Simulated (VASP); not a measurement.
A run of VASP 6.6.1:

File INCAR:

```
SYSTEM = Y2TaN3
  PREC = Accurate
  ENCUT = 520
  EDIFF = 1E-6
  ISMEAR = 0
  SIGMA = 0.2
  LREAL = .False.
  LASPH = .True.
  NELM = 60
  ALGO = Normal
  ISIF = 2
  LWAVE = .False.
  LCHARG = .False.
  GGA = PE
  NBANDS = 60
```

KPOINTS

```
regular mesh
0
Gamma
  6 6 2
  0 0 0
```

Contents of POSCAR:

```
Y2TaN3
1.0
    3.3158535890     -0.0002156581     -0.0001637335
   -1.6581118631      2.8712445886      0.0002520998
   -0.0005671727      0.0006857447     16.3944241378
Y Ta N
4 2 6
Direct
    0.3333366598      0.6666355677      0.3369392818
    0.3333325911      0.6666275075      0.8369349899
    0.6666446883      0.3333798879      0.1630710712
    0.6666496738      0.3333673010      0.6630664221
    0.0000436851      0.0000207837     -0.0000042012
   -0.0000119671     -0.0000435722      0.4999952275
    0.0000024636     -0.0000001407      0.2499995551
    0.0000116413      0.0000095430      0.7499985453
    0.3333344335      0.6666819414      0.0711264789
    0.3333275621      0.6666727980      0.5711229552
    0.6666713652      0.3333250912      0.4288746986
    0.6666572034      0.3333232915      0.9288749756
```

Potentials or basis: VASP PAW PBE potentials, release 64 (Y_sv, Ta_pv, N).

Command:

```bash
$ cat potpaw_PBE.64/Y_sv/POTCAR potpaw_PBE.64/Ta_pv/POTCAR potpaw_PBE.64/N/POTCAR > POTCAR
$ mpirun -np 1 vasp_std > vasp.out
```

Hardware: 1 thread of Intel(R) Xeon(R) 6975P-C (Granite Rapids) (shared host).

Problem. Estimate the wall time of this run.

Solution. Run time: 5.5 min on 1 thread of Intel(R) Xeon(R) 6975P-C (Granite Rapids), on a shared host, peak memory 0.51 GiB. Counts: scf iterations 17, k points 40.
